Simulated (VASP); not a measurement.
# ZrC (P6_3/mmc) in VASP: a series of runs, part 2 of 3

VASP 6.6.1.

## (3) Single point, PBE

Input file INCAR:

```
SYSTEM = ZrC
PREC = Accurate
ENCUT = 520
EDIFF = 1E-6
ISMEAR = 0
SIGMA = 0.1
LREAL = .FALSE.
LASPH = .TRUE.
NELM = 100
ALGO = Normal
ISIF = 2
LWAVE = .FALSE.
LCHARG = .FALSE.
GGA = PE
NBANDS = 24
```

Input file KPOINTS:

```
regular mesh
0
G
  15 15 8
  0 0 0
```

Input file POSCAR:

```
ZrC
1.0
    3.3757605690      0.0000000000      0.0000000000
   -1.6878802845      2.9234944098      0.0000000000
    0.0000000000      0.0000000000      5.2822970730
Zr C
2 2
Direct
    0.3333333333      0.6666666667      0.2500000000
    0.6666666667      0.3333333333      0.7500000000
    0.0000000000      0.0000000000      0.0000000000
    0.0000000000      0.0000000000      0.5000000000
```

Potentials or basis: VASP PAW PBE potentials, release 64 (Zr_sv, C).

The run is started by

```
$ cat potpaw_PBE.64/Zr_sv/POTCAR potpaw_PBE.64/C/POTCAR > POTCAR
$ mpirun -np 1 vasp_std > vasp.out
```

OUTCAR:

```text
SYSTEM = ZrC
   PREC = Accurate
   ENCUT = 520
   EDIFF = 1E-6
   ISMEAR = 0
   LREAL = .FALSE.
   LASPH = .TRUE.
   NELM = 100
   ISIF = 2
   GGA = PE

 ion  position               nearest neighbor table
   1  0.333  0.667  0.250-   3 2.35   4 2.35   3 2.35   4 2.35   3 2.35   4 2.35   2 3.28   2 3.28
                             2 3.28   2 3.28   2 3.28   2 3.28
   2  0.667  0.333  0.750-   3 2.35   4 2.35   3 2.35   4 2.35   3 2.35   4 2.35   1 3.28   1 3.28
                             1 3.28   1 3.28   1 3.28   1 3.28
   3  0.000  0.000  0.000-   1 2.35   2 2.35   1 2.35   2 2.35   2 2.35   1 2.35
   4  0.000  0.000  0.500-   1 2.35   2 2.35   1 2.35   2 2.35   2 2.35   1 2.35

  LATTYP: Found a hexagonal cell.
 ALAT       =     3.3757605690
 C/A-ratio  =     1.5647724313

  Lattice vectors:

 A1 = (   3.3757605690,   0.0000000000,   0.0000000000)
 A2 = (  -1.6878802845,   2.9234944098,   0.0000000000)
 A3 = (   0.0000000000,   0.0000000000,   5.2822970730)

Analysis of symmetry for initial positions (statically):
=====================================================================
 Subroutine PRICEL returns:
 Original cell was already a primitive cell.

 Routine SETGRP: Setting up the symmetry group for a
 hexagonal supercell.

 Subroutine GETGRP returns: Found 24 space group operations
 (whereof 12 operations were pure point group operations)
 out of a pool of 24 trial point group operations.

The static configuration has the point symmetry D_3d.
 The point group associated with its full space group is D_6h.

Analysis of symmetry for dynamics (positions and initial velocities):
=====================================================================
 Subroutine PRICEL returns:
 Original cell was already a primitive cell.

 Routine SETGRP: Setting up the symmetry group for a
 hexagonal supercell.

 Subroutine GETGRP returns: Found 24 space group operations
 (whereof 12 operations were pure point group operations)
 out of a pool of 24 trial point group operations.

The dynamic configuration has the point symmetry D_3d.
 The point group associated with its full space group is D_6h.

 Subroutine INISYM returns: Found 24 space group operations
 (whereof 12 operations are pure point group operations),
 and found     1 'primitive' translations

----------------------------------------------------------------------------------------

                                     Primitive cell

  volume of cell :      52.1311

  direct lattice vectors                    reciprocal lattice vectors
     3.375760569  0.000000000  0.000000000     0.296229540  0.171028205  0.000000000
    -1.687880285  2.923494410  0.000000000     0.000000000  0.342056409  0.000000000
     0.000000000  0.000000000  5.282297073     0.000000000  0.000000000  0.189311579

  length of vectors
     3.375760569  3.375760569  5.282297073     0.342056409  0.342056409  0.189311579

  position of ions in fractional coordinates (direct lattice)
     0.333333333  0.666666667  0.250000000
     0.666666667  0.333333333  0.750000000
     0.000000000  0.000000000  0.000000000
     0.000000000  0.000000000  0.500000000

  ion indices of the primitive-cell ions
   primitive index   ion index
                 1           1
                 2           2
                 3           3
                 4           4

----------------------------------------------------------------------------------------

 KPOINTS: regular mesh

Automatic generation of k-mesh.
 Grid dimensions read from file:
 generate k-points for:   15   15    8

 Generating k-lattice:

  Cartesian coordinates                     Fractional coordinates (reciprocal lattice)
     0.019748636  0.011401880  0.000000000     0.066666667  0.000000000  0.000000000
     0.000000000  0.022803761  0.000000000     0.000000000  0.066666667  0.000000000
     0.000000000  0.000000000  0.023663947     0.000000000  0.000000000  0.125000000

  Length of vectors
     0.022803761  0.022803761  0.023663947

  Shift w.r.t. Gamma in fractional coordinates (k-lattice)
     0.000000000  0.000000000  0.000000000

 Subroutine IBZKPT returns following result:
 ===========================================

 Found    135 irreducible k-points:

 Following reciprocal coordinates:
            Coordinates               Weight
  0.000000  0.000000  0.000000      1.000000
  0.066667  0.000000  0.000000      6.000000
  0.133333  0.000000  0.000000      6.000000
  0.200000  0.000000  0.000000      6.000000
  0.266667  0.000000  0.000000      6.000000
  0.333333  0.000000  0.000000      6.000000
[... 16 lines left out ...]
  0.333333  0.200000  0.000000     12.000000
  0.400000  0.200000  0.000000      6.000000
 [... further k-points ...]
   k-points           NKPTS =    135   k-points in BZ     NKDIM =    135   number of bands    NBANDS=     24
   number of dos      NEDOS =    301   number of ions     NIONS =      4
   total plane-waves  NPLWV =  31360
   dimension x,y,z NGX =    28 NGY =   28 NGZ =   40
   dimension x,y,z NGXF=    56 NGYF=   56 NGZF=   80
   ions per type =               2   2
   NGX,Y,Z   is equivalent  to a cutoff of  13.79, 13.79, 12.59 a.u.
   NGXF,Y,Z  is equivalent  to a cutoff of  27.58, 27.58, 25.18 a.u.
 SYSTEM =  ZrC
   PREC   = accura    normal or accurate (medium, high low for compatibility)
   ISTART =      0    job   : 0-new  1-cont  2-samecut
   ICHARG =      2    charge: 1-file 2-atom 10-const
   ISPIN  =      1    spin polarized calculation?
   LNONCOLLINEAR =      F non collinear calculations
   LSORBIT =      F    spin-orbit coupling
   LASPH  =      T    aspherical Exc in radial PAW
   ENCUT  =  520.0 eV  38.22 Ry    6.18 a.u.   6.28  6.28  9.82*2*pi/ulx,y,z
   NELM   =    100;   NELMIN=  2; NELMDL= -5     # of ELM steps
   EDIFF  = 0.1E-05   stopping-criterion for ELM
   LREAL  =      F    real-space projection
   EDIFFG = 0.1E-04   stopping-criterion for IOM
   NSW    =      0    number of steps for IOM
   IBRION =     -1    ionic relax: 0-MD 1-quasi-New 2-CG
   NFREE  =      0    steps in history (QN), initial steepest desc. (CG)
   ISIF   =      2    stress and relaxation
   ISYM   =      2    0-nonsym 1-usesym 2-fastsym
   POTIM  = 0.5000    time-step for ionic-motion
   TEBEG  =    0.0;   TEEND  =   0.0 temperature during run
   PSTRESS=    0.0 pullay stress
   NELECT =      32.0000    total number of electrons
   NUPDOWN=      -1.0000    fix difference up-down
   EMIN   =  10.00;   EMAX   =-10.00  energy-range for DOS
   EFERMI =   0.00;   METHOD = LEGACY
   ISMEAR =     0;   SIGMA  =   0.10  broadening in eV -4-tet -1-fermi 0-gaus
   EFERMI_NEDOS =   21; number of points for ismear=-14 and -15
   IALGO  =     38    algorithm
   IMIX   =      4    mixing-type and parameters
     AMIX     =   0.40;   BMIX     =  1.00
     AMIX_MAG =   1.60;   BMIX_MAG =  1.00
  volume/ion in A,a.u.               =      13.03        87.95
  Fermi-wavevector in a.u.,A,eV,Ry     =   1.391316  2.629207 26.337633  1.935761
  Thomas-Fermi vector in A             =   2.515167
   LORBIT       =      0    0 simple, 1 ext, 2 COOP (PROOUT), +10 PAW based schemes
   GGA     = PE    functional components
   LHFCALC =     F    Hartree Fock is set to
   AEXX    =    0.0000 exact exchange contribution
   IVDW    =     0    specifies the selected vdW correction
   LEPSILON=     F    determine dielectric tensor
   LRPA    =     F    only Hartree local field effects (RPA)
 non-spin polarized calculation
 Gauss-broadening in eV      SIGMA  =   0.10
  energy-cutoff  :      520.00
  volume of cell :       52.13
 maximum number of plane-waves:      1424
 NGX is ok and might be reduce to    28
   NGX = 13   NGY = 13   NGZ = 19

 number of electron      32.0000001 magnetization

 Free energy of the ion-electron system (eV)
  ---------------------------------------------------
  ext. energy  EPLUGINS =         0.00000000
  ---------------------------------------------------
  free energy    TOTEN  =       -38.25617339 eV

  energy without entropy =      -38.25366810  energy(sigma->0) =      -38.25492074

 E-fermi :  10.0270     XC(G=0): -12.1167

 val. band max:        9.9965540414   @ k =   0.1333   0.0000   0.1250
 cond. band min:      10.0322362131   @ k =   0.3333   0.2667   0.1250
 fundamental gap:      0.0356821718
 Fermi energy:        10.0270225010

 k-point     1 :       0.0000    0.0000    0.0000
  band No.  band energies     occupation
      1     -38.4566      2.00000
      2     -38.3396      2.00000
      3     -17.0278      2.00000
      4     -16.3011      2.00000
      5     -16.3011      2.00000
      6     -16.2022      2.00000
[... 637 lines left out ...]
     23      16.2573      0.00000
     24      16.4864      0.00000

 [... further k-points ...]
[... 5 lines left out ...]
  --------------------------------------------------------------------------------------
  -------------------------------------------------------------------------------------
  Total        0.0824798      0.0824798      0.0769262      0.0000000      0.0000000      0.0000000
  in kB        2.5349052      2.5349052      2.3642203      0.0000000      0.0000000      0.0000000
  external PRESSURE =       2.4780102 kB  Pullay stress =       0.0000000 kB

 VOLUME and BASIS-vectors are now :
 -----------------------------------------------------------------------------
  energy-cutoff  :      520.00
  volume of cell :       52.13
      direct lattice vectors                 reciprocal lattice vectors
     3.375760569  0.000000000  0.000000000     0.296229540  0.171028205  0.000000000
    -1.687880285  2.923494410  0.000000000     0.000000000  0.342056409  0.000000000
     0.000000000  0.000000000  5.282297073     0.000000000  0.000000000  0.189311579

 POSITION                                       TOTAL-FORCE (eV/Angst)
 -----------------------------------------------------------------------------------
     -0.00000      1.94900      1.32057        -0.000000     -0.000000      0.000000
      1.68788      0.97450      3.96172         0.000000      0.000000      0.000000
      0.00000      0.00000      0.00000        -0.000000      0.000000      0.000000
      0.00000      0.00000      2.64115        -0.000000      0.000000      0.000000
 -----------------------------------------------------------------------------------
    total drift:                               -0.000000      0.000000     -0.000000

  FREE ENERGIE OF THE ION-ELECTRON SYSTEM (eV)
  ---------------------------------------------------
  free  energy   TOTEN  =       -38.2561733869 eV

  energy  without entropy=      -38.2536681001  energy(sigma->0) =      -38.25492074
```

stdout:

```text
POSCAR found type information on POSCAR ZrC
 POSCAR found :  2 types and       4 ions
 scaLAPACK will be used
 LDA part: xc-table for (Slater+PW92), standard interpolation
 POSCAR, INCAR and KPOINTS ok, starting setup
 FFT: planning ... GRIDC
 FFT: planning ... GRID_SOFT
 FFT: planning ... GRID
 WAVECAR not read
 entering main loop
```

Run time: 1.8 min. Hardware: 1 thread of AMD EPYC 9R45 (Zen 5), shared host; peak memory 0.24 GiB.

Results:

* Free energy: -38.2562 eV
* Pressure: 0.2 GPa
* Band gap on the k mesh: zero (band 16 reaches 10.82 eV, above the bottom of band 17 at 9.53 eV)

Levels at points of the mesh, in eV from the Fermi level:
| k point | band 14 | band 15 | band 16 | band 17 | band 18 | band 19 |
| --- | --- | --- | --- | --- | --- | --- |
| (0.00, 0.00, 0.00) | -1.27 | -1.27 | 0.79 | 1.11 | 1.11 | 1.52 |
| (0.00, 0.00, 0.50) | -2.59 | -2.59 | -2.59 | 3.27 | 3.27 | 3.27 |

(Continued in part 3 of 3.)
